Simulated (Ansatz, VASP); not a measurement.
Te2Mo in VASP and in Ansatz

File INCAR:

```
SYSTEM = Te2Mo
  AGGAC = 1.0
  AGGAX = 1.0
  ALDAC = 0.0
  ALDAX = 1.0
  ALGO = Normal
  EDIFF = 1E-6
  ENCUT = 520
  GGA = B5
  ISIF = 2
  ISMEAR = -1
  LASPH = .True.
  LCHARG = .False.
  LREAL = .False.
  LWAVE = .False.
  NBANDS = 35
  NELM = 100
  PREC = Accurate
  SIGMA = 0.05
```

The input KPOINTS:

```
k-points
0
Gamma
  4 8 1
  0 0 0
```

Contents of POSCAR:

```
Te2Mo
1.0
    6.3616090156      0.0000000000      0.0000000000
    0.0000000000      3.4804030600      0.0000000000
   -0.0857412231      0.0000000000     36.1758904685
Te Mo
4 2
Direct
    0.4292511000      0.7500000000      0.5407035800
    0.5707489000      0.2500000000      0.4592964200
    0.9208478700      0.2500000000      0.5565273200
    0.0791521300      0.7500000000      0.4434726800
    0.1813475600      0.2500000000      0.4974653700
    0.8186524400      0.7500000000      0.5025346300
```

Contents of input.yaml:

```yaml
crystal:
  lattice:
    - [6.3616090156, 0.0, 0.0]
    - [0.0, 3.48040306, 0.0]
    - [-0.0857412231, 0.0, 36.1758904685]
  atoms:
    - { symbol: Te, position: [0.4292511, 0.75, 0.54070358] }
    - { symbol: Te, position: [0.5707489, 0.25, 0.45929642] }
    - { symbol: Te, position: [0.92084787, 0.25, 0.55652732] }
    - { symbol: Te, position: [0.07915213, 0.75, 0.44347268] }
    - { symbol: Mo, position: [0.18134756, 0.25, 0.49746537] }
    - { symbol: Mo, position: [0.81865244, 0.75, 0.50253463] }
hamiltonian:
  xc: blyp
  pseudopotentials: { kind: paw }
kpoints:
  mp_grid: { grid: [4, 8, 1] }
scf:
  occupations: { method: fermi_dirac, width: 0.05 }
output:
  forces: true
  stress: true
  eigenvalues: true
  write_density: true
  write_potential: true
  elf: true
  volumetric_format: npy
```

Alike in both runs: task single point; functional BLYP; k mesh 4 × 8 × 1; occupations fermi-dirac, width 0.05 eV; no spin polarisation.

```csv
,VASP,Ansatz
version,VASP 6.6.1,Ansatz 0.2.0
potentials or method,"VASP PAW PBE potentials, release 64 (Te, Mo_sv)",Ansatz PAW
plane-wave cutoff (eV),520,420
valence electrons in the cell,52,92
```

```tsv
	VASP	Ansatz	Ansatz less VASP
gap on the k mesh at the Fermi level (eV)	none	none	-
rms of the force components (eV/Å)	0.360	0.333	-0.0269
```

VASP's potentials were made for PBE, not for BLYP. Atom by atom the forces differ by 0.027 eV/Å (rms over components). A gap of «none» marks a metal or a gap that the smearing closes. The functional is the same, so the differences come from potentials, cutoffs and numerics. VASP's potentials hold 52 valence electrons a cell and Ansatz's 92, so a difference there can come from the potentials and not from the codes.

Spin-orbit coupling is off throughout.
